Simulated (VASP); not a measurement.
# Ir (P6_3/mmc) in VASP: notebook

Runs on Ir. Level: PBE. Tasks: relaxation of cell and atoms, single point.

Everything below comes from runs of VASP 6.6.1. Logs are shortened: lines on timing, memory, paths and dates and some standing lists are left out, and cuts for length are marked.

### 1 The cell of the first run

The structure is hexagonal, space group P6_3/mmc (No. 194). Conventional cell: a = 4.311 Å, b = 4.311 Å, c = 4.759 Å, α = 90.00°, β = 90.00°, γ = 120.00°. Within 3.1 Å of Ir (site symmetry -6m2) lie 5 Ir at 2.38 to 2.49 Å. Within 3.3 Å of Ir (site symmetry -6m2) lie 3 Ir at 2.49 Å.

### 2 Relaxation of cell and atoms, PBE

Contents of INCAR:

```
  PREC = Accurate
  ENCUT = 600
  EDIFF = 1E-6
  ISMEAR = 0
  SIGMA = 0.1
  LREAL = False
  LASPH = True
  NELM = 80
  ALGO = Normal
  ISIF = 3
  LWAVE = False
  LCHARG = False
  GGA = PE
  IBRION = 2
  NSW = 90
  EDIFFG = -0.04
```

Contents of KPOINTS:

```
Automatic mesh
0
Gamma
  6 6 4
```

Contents of POSCAR:

```
Ir
1.0
    4.3112521282      0.0000000000      0.0000000000
   -2.1556260641      3.7336538651      0.0000000000
    0.0000000000      0.0000000000      4.7593750757
Ir
4
Direct
    0.0000000000      0.0000000000      0.2500000000
    0.0000000000      0.0000000000      0.7500000000
    0.3333333333      0.6666666667      0.7500000000
    0.6666666667      0.3333333333      0.2500000000
```

Potentials or basis: VASP PAW PBE potentials, release 64 (Ir).

On the command line:

```sh
cat potpaw_PBE.64/Ir/POTCAR > POTCAR
mpirun -np 1 vasp_std > vasp.out
```

OUTCAR:

```text
PREC = Accurate
   ENCUT = 600
   EDIFF = 1E-6
   ISMEAR = 0
   LREAL = False
   LASPH = True
   NELM = 80
   ISIF = 3
   GGA = PE
   IBRION = 2
   NSW = 90
   EDIFFG = -0.04

 ion  position               nearest neighbor table
   1  0.000  0.000  0.250-   2 2.38   2 2.38   4 2.49   4 2.49   4 2.49
   2  0.000  0.000  0.750-   1 2.38   1 2.38   3 2.49   3 2.49   3 2.49
   3  0.333  0.667  0.750-   2 2.49   2 2.49   2 2.49
   4  0.667  0.333  0.250-   1 2.49   1 2.49   1 2.49

  LATTYP: Found a hexagonal cell.
 ALAT       =     4.3112521282
 C/A-ratio  =     1.1039426445

  Lattice vectors:

 A1 = (   4.3112521282,   0.0000000000,   0.0000000000)
 A2 = (  -2.1556260641,   3.7336538651,   0.0000000000)
 A3 = (   0.0000000000,   0.0000000000,   4.7593750757)

Analysis of symmetry for initial positions (statically):
=====================================================================
 Subroutine PRICEL returns:
 Original cell was already a primitive cell.

 Routine SETGRP: Setting up the symmetry group for a
 hexagonal supercell.

 Subroutine GETGRP returns: Found 24 space group operations
 (whereof 12 operations were pure point group operations)
 out of a pool of 24 trial point group operations.

The static configuration has the point symmetry D_3d.
 The point group associated with its full space group is D_6h.

Analysis of symmetry for dynamics (positions and initial velocities):
=====================================================================
 Subroutine PRICEL returns:
 Original cell was already a primitive cell.

 Routine SETGRP: Setting up the symmetry group for a
 hexagonal supercell.

 Subroutine GETGRP returns: Found 24 space group operations
 (whereof 12 operations were pure point group operations)
 out of a pool of 24 trial point group operations.

The dynamic configuration has the point symmetry D_3d.
 The point group associated with its full space group is D_6h.

 Subroutine INISYM returns: Found 24 space group operations
 (whereof 12 operations are pure point group operations),
 and found     1 'primitive' translations

----------------------------------------------------------------------------------------

                                     Primitive cell

  volume of cell :      76.6103

  direct lattice vectors                    reciprocal lattice vectors
     4.311252128  0.000000000  0.000000000     0.231951176  0.133917074  0.000000000
    -2.155626064  3.733653865  0.000000000     0.000000000  0.267834147  0.000000000
     0.000000000  0.000000000  4.759375076     0.000000000  0.000000000  0.210111618

  length of vectors
     4.311252128  4.311252128  4.759375076     0.267834147  0.267834147  0.210111618

  position of ions in fractional coordinates (direct lattice)
     0.000000000  0.000000000  0.250000000
     0.000000000  0.000000000  0.750000000
     0.333333333  0.666666667  0.750000000
     0.666666667  0.333333333  0.250000000

  ion indices of the primitive-cell ions
   primitive index   ion index
                 1           1
                 2           2
                 3           3
                 4           4

----------------------------------------------------------------------------------------

 KPOINTS: Automatic mesh

Automatic generation of k-mesh.
 Grid dimensions read from file:
 generate k-points for:    6    6    4

 Generating k-lattice:

  Cartesian coordinates                     Fractional coordinates (reciprocal lattice)
     0.038658529  0.022319512  0.000000000     0.166666667  0.000000000  0.000000000
     0.000000000  0.044639025  0.000000000     0.000000000  0.166666667  0.000000000
     0.000000000  0.000000000  0.052527905     0.000000000  0.000000000  0.250000000

  Length of vectors
     0.044639025  0.044639025  0.052527905

  Shift w.r.t. Gamma in fractional coordinates (k-lattice)
     0.000000000  0.000000000  0.000000000

 Subroutine IBZKPT returns following result:
 ===========================================

 Found     21 irreducible k-points:

 Following reciprocal coordinates:
            Coordinates               Weight
  0.000000  0.000000  0.000000      1.000000
  0.166667  0.000000  0.000000      6.000000
  0.333333  0.000000  0.000000      6.000000
  0.500000 -0.000000  0.000000      3.000000
  0.166667  0.166667  0.000000      6.000000
  0.333333  0.166667  0.000000     12.000000
[... 13 lines left out ...]
  0.333333  0.166667  0.500000     12.000000
  0.333333  0.333333  0.500000      2.000000
   k-points           NKPTS =     21   k-points in BZ     NKDIM =     21   number of bands    NBANDS=     22
   number of dos      NEDOS =    301   number of ions     NIONS =      4
   total plane-waves  NPLWV =  51840
   dimension x,y,z NGX =    36 NGY =   36 NGZ =   40
   dimension x,y,z NGXF=    72 NGYF=   72 NGZF=   80
   ions per type =               4
   NGX,Y,Z   is equivalent  to a cutoff of  13.88, 13.88, 13.97 a.u.
   NGXF,Y,Z  is equivalent  to a cutoff of  27.76, 27.76, 27.94 a.u.
 SYSTEM =  unknown system
   PREC   = accura    normal or accurate (medium, high low for compatibility)
   ISTART =      0    job   : 0-new  1-cont  2-samecut
   ICHARG =      2    charge: 1-file 2-atom 10-const
   ISPIN  =      1    spin polarized calculation?
   LNONCOLLINEAR =      F non collinear calculations
   LSORBIT =      F    spin-orbit coupling
   LASPH  =      T    aspherical Exc in radial PAW
   ENCUT  =  600.0 eV  44.10 Ry    6.64 a.u.   8.61  8.61  9.51*2*pi/ulx,y,z
   NELM   =     80;   NELMIN=  2; NELMDL= -5     # of ELM steps
   EDIFF  = 0.1E-05   stopping-criterion for ELM
   LREAL  =      F    real-space projection
   EDIFFG = -.4E-01   stopping-criterion for IOM
   NSW    =     90    number of steps for IOM
   IBRION =      2    ionic relax: 0-MD 1-quasi-New 2-CG
   NFREE  =      1    steps in history (QN), initial steepest desc. (CG)
   ISIF   =      3    stress and relaxation
   ISYM   =      2    0-nonsym 1-usesym 2-fastsym
   POTIM  = 0.5000    time-step for ionic-motion
   TEBEG  =    0.0;   TEEND  =   0.0 temperature during run
   PSTRESS=    0.0 pullay stress
   NELECT =      36.0000    total number of electrons
   NUPDOWN=      -1.0000    fix difference up-down
   EMIN   =  10.00;   EMAX   =-10.00  energy-range for DOS
   EFERMI =   0.00;   METHOD = LEGACY
   ISMEAR =     0;   SIGMA  =   0.10  broadening in eV -4-tet -1-fermi 0-gaus
   EFERMI_NEDOS =   21; number of points for ismear=-14 and -15
   IALGO  =     38    algorithm
   IMIX   =      4    mixing-type and parameters
     AMIX     =   0.40;   BMIX     =  1.00
     AMIX_MAG =   1.60;   BMIX_MAG =  1.00
  volume/ion in A,a.u.               =      19.15       129.25
  Fermi-wavevector in a.u.,A,eV,Ry     =   1.272760  2.405168 22.040324  1.619918
  Thomas-Fermi vector in A             =   2.405621
   LORBIT       =      0    0 simple, 1 ext, 2 COOP (PROOUT), +10 PAW based schemes
   GGA     = PE    functional components
   LHFCALC =     F    Hartree Fock is set to
   AEXX    =    0.0000 exact exchange contribution
   IVDW    =     0    specifies the selected vdW correction
   LEPSILON=     F    determine dielectric tensor
   LRPA    =     F    only Hartree local field effects (RPA)
 conjugate gradient relaxation of ions
 non-spin polarized calculation
 Gauss-broadening in eV      SIGMA  =   0.10
  energy-cutoff  :      600.00
  volume of cell :       76.61
 maximum number of plane-waves:      2581
 NGX is ok and might be reduce to    36
   NGX = 17   NGY = 17   NGZ = 19

--------------------------------------- Ionic step        1  -------------------------------------------

 number of electron      35.9999996 magnetization

 Free energy of the ion-electron system (eV)
  ---------------------------------------------------
  ext. energy  EPLUGINS =         0.00000000
  ---------------------------------------------------
  free energy    TOTEN  =       -29.53448447 eV

  energy without entropy =      -29.48040361  energy(sigma->0) =      -29.50744404

------------------------ aborting loop because EDIFF is reached ----------------------------------------

  FORCE on cell =-STRESS in cart. coord.  units (eV):
  Direction    XX          YY          ZZ          XY          YZ          ZX
  --------------------------------------------------------------------------------------
  -------------------------------------------------------------------------------------
  Total       -1.0994258     -1.0994258      2.8775699     -0.0000000     -0.0000000      0.0000000
  in kB      -22.9926539    -22.9926539     60.1795668     -0.0000000     -0.0000000      0.0000000
  external PRESSURE =       4.7314197 kB  Pullay stress =       0.0000000 kB

 VOLUME and BASIS-vectors are now :
 -----------------------------------------------------------------------------
  energy-cutoff  :      600.00
  volume of cell :       76.61
      direct lattice vectors                 reciprocal lattice vectors
     4.311252128  0.000000000  0.000000000     0.231951176  0.133917074  0.000000000
    -2.155626064  3.733653865  0.000000000     0.000000000  0.267834147  0.000000000
     0.000000000  0.000000000  4.759375076     0.000000000  0.000000000  0.210111618
[... 153 lines left out ...]
 POSITION                                       TOTAL-FORCE (eV/Angst)
 -----------------------------------------------------------------------------------
     -2.13911      3.70504      1.22173        -0.000000      0.000000      0.000000
     -2.13911      3.70504      3.66520         0.000000      0.000000      0.000000
     -0.00000      2.47003      3.66520        -0.000000      0.000000      0.000000
      2.13911      1.23501      1.22173         0.000000     -0.000000     -0.000000
 -----------------------------------------------------------------------------------
    total drift:                               -0.000000      0.000000     -0.000000

  FREE ENERGIE OF THE ION-ELECTRON SYSTEM (eV)
  ---------------------------------------------------
  free  energy   TOTEN  =       -29.5775304900 eV

  energy  without entropy=      -29.5219928597  energy(sigma->0) =      -29.54976167

--------------------------------------- Ionic step        6  -------------------------------------------

 number of electron      35.9999998 magnetization

 Free energy of the ion-electron system (eV)
  ---------------------------------------------------
  ext. energy  EPLUGINS =         0.00000000
  ---------------------------------------------------
  free energy    TOTEN  =       -29.57826395 eV

  energy without entropy =      -29.52290965  energy(sigma->0) =      -29.55058680

 E-fermi :   6.0786     XC(G=0): -11.9231

 val. band max:        6.0766360905   @ k =   0.3333   0.1667   0.0000
 cond. band min:       6.0804682380   @ k =   0.3333   0.1667   0.2500
 fundamental gap:      0.0038321475
 Fermi energy:         6.0786083541

 k-point     1 :       0.0000    0.0000    0.0000
  band No.  band energies     occupation
      1      -2.4633      2.00000
      2      -0.3176      2.00000
      3       0.6224      2.00000
      4       0.7838      2.00000
      5       0.7838      2.00000
      6       2.5218      2.00000
[... 14 lines left out ...]
     21       6.4325      0.00000
     22       6.6053      0.00000
[... 520 lines left out ...]
 POSITION                                       TOTAL-FORCE (eV/Angst)
 -----------------------------------------------------------------------------------
      0.00000      0.00000      1.22022        -0.000000     -0.000000     -0.000000
      0.00000      0.00000      3.66065        -0.000000      0.000000      0.000000
     -0.00000      2.46673      3.66065         0.000000      0.000000      0.000000
      2.13625      1.23337      1.22022        -0.000000     -0.000000     -0.000000
 -----------------------------------------------------------------------------------
    total drift:                               -0.000000      0.000000     -0.000000

  FREE ENERGIE OF THE ION-ELECTRON SYSTEM (eV)
  ---------------------------------------------------
  free  energy   TOTEN  =       -29.5782639493 eV

  energy  without entropy=      -29.5229096480  energy(sigma->0) =      -29.55058680

 reached required accuracy - stopping structural energy minimisation
```

Run time: 1.8 min. Hardware: 1 thread of Intel Xeon Platinum 8488C (Sapphire Rapids), shared host; peak memory 0.23 GiB.

What came out:

| Quantity | Value |
| --- | --- |
| Free energy | -29.5783 eV |
| Relaxed volume | 19.29 Å³/atom |
| Relaxed cell | a = 4.273 Å, b = 4.273 Å, c = 4.881 Å, α = 90.00°, β = 90.00°, γ = 120.00° |
| Space group after relaxing (to 0.05 Å) | P6_3/mmc (No. 194) |
| Energy gained by relaxing | 10.9 meV/atom |
| Ionic steps | 6 |
| Pressure after relaxing | 0.0 GPa |

The path:
```
step  energy change (eV)  largest force (eV/Å)  pressure (GPa)  volume (Å³)
   1              0.0000                0.0000            0.47        76.61
   2             -0.0393                0.0000            0.42        77.18
   3             -0.0437                0.0000            0.35        77.04
   4             -0.0436                0.0000            0.34        77.03
   5             -0.0430                0.0000           -0.77        77.46
   6             -0.0438                0.0000            0.02        77.16
```

Final structure:
```
Ir
1.0
     4.27251    0.00000    0.00000
    -2.13625    3.70010    0.00000
     0.00000    0.00000    4.88087
Ir
4
Direct
  0.00000 0.00000 0.25000
  0.00000 0.00000 0.75000
  0.33333 0.66667 0.75000
  0.66667 0.33333 0.25000
```

Levels at points of the mesh, in eV from the Fermi level:
```tsv
k point	band 15	band 16	band 17	band 18	band 19	band 20	band 21	band 22
(0.00, 0.00, 0.00)	-2.16	-1.35	-0.06	-0.06	0.06	0.35	0.35	0.53
(0.50, 0.00, 0.00)	-0.77	0.08	0.25	0.41	0.51	0.93	1.55	1.91
(0.00, 0.00, 0.50)	-1.98	-1.98	-0.89	-0.89	-0.50	-0.50	-0.50	-0.50
(0.50, 0.00, 0.50)	-0.32	-0.32	-0.15	-0.15	0.01	0.01	0.43	0.43
```

Caveat: the bands computed are all filled at some k points, so no gap is given; spin-orbit coupling is left out, which moves the levels of the heavy elements.

### 3 Single point, PBE

This run uses another cell than the first one, of 19.32 Å³/atom, 1.009 times its volume.

Contents of INCAR:

```
SYSTEM = Ir
PREC = Accurate ; ENCUT = 520
EDIFF = 1E-7 ; ISMEAR = 0
SIGMA = 0.1 ; LREAL = .False.
LASPH = .True. ; NELM = 60
ALGO = Fast ; ISIF = 2
LWAVE = .False. ; LCHARG = .True.
GGA = PE ; LELF = .True.
LVHAR = .True. ; NBANDS = 26
```

Contents of KPOINTS:

```
regular mesh
0
Gamma
  12 12 10
  0 0 0
```

Contents of POSCAR:

```
Ir
1.0
    4.2694695235      0.0000000000      0.0000000000
   -2.1347347617      3.6974690680      0.0000000000
    0.0000000000      0.0000000000      4.8942842678
Ir
4
Direct
    0.0000000000      0.0000000000      0.2500000000
    0.0000000000      0.0000000000      0.7500000000
    0.3333333333      0.6666666667      0.7500000000
    0.6666666667      0.3333333333      0.2500000000
```

Potentials or basis: VASP PAW PBE potentials, release 64 (Ir).

On the command line:

```sh
cat potpaw_PBE.64/Ir/POTCAR > POTCAR
mpirun -np 1 vasp_std > vasp.out
```

Wall time 2.1 min (1 thread of Intel Xeon Platinum 8488C (Sapphire Rapids), shared host); peak memory 0.31 GiB.

Results (log left out):

| Quantity | Value |
| --- | --- |
| Free energy | -29.5540 eV |
| Pressure | 0.0 GPa |
| Band gap on the k mesh | zero (band 18 reaches 6.46 eV, above the bottom of band 19 at 5.46 eV) |

Stress tensor (GPa, compression positive):
```
-0.05  0.00  0.00
 0.00 -0.05  0.00
 0.00  0.00  0.10
```

Levels at points of the mesh, in eV from the Fermi level:
| k point | band 14 | band 15 | band 16 | band 17 | band 18 | band 19 | band 20 | band 21 | band 22 | band 23 |
| --- | --- | --- | --- | --- | --- | --- | --- | --- | --- | --- |
| (0.00, 0.00, 0.00) | -2.19 | -2.19 | -1.36 | -0.06 | -0.06 | 0.04 | 0.34 | 0.34 | 0.52 | 5.65 |
| (0.50, 0.00, 0.00) | -0.83 | -0.75 | 0.05 | 0.24 | 0.39 | 0.50 | 0.93 | 1.55 | 1.92 | 2.07 |
| (0.00, 0.00, 0.50) | -1.99 | -1.99 | -1.99 | -0.88 | -0.88 | -0.50 | -0.50 | -0.50 | -0.50 | 7.85 |
| (0.50, 0.00, 0.50) | -1.70 | -0.33 | -0.33 | -0.14 | -0.14 | 0.00 | 0.00 | 0.42 | 0.42 | 2.29 |

Caveat: spin-orbit coupling is left out, which moves the levels of the heavy elements.
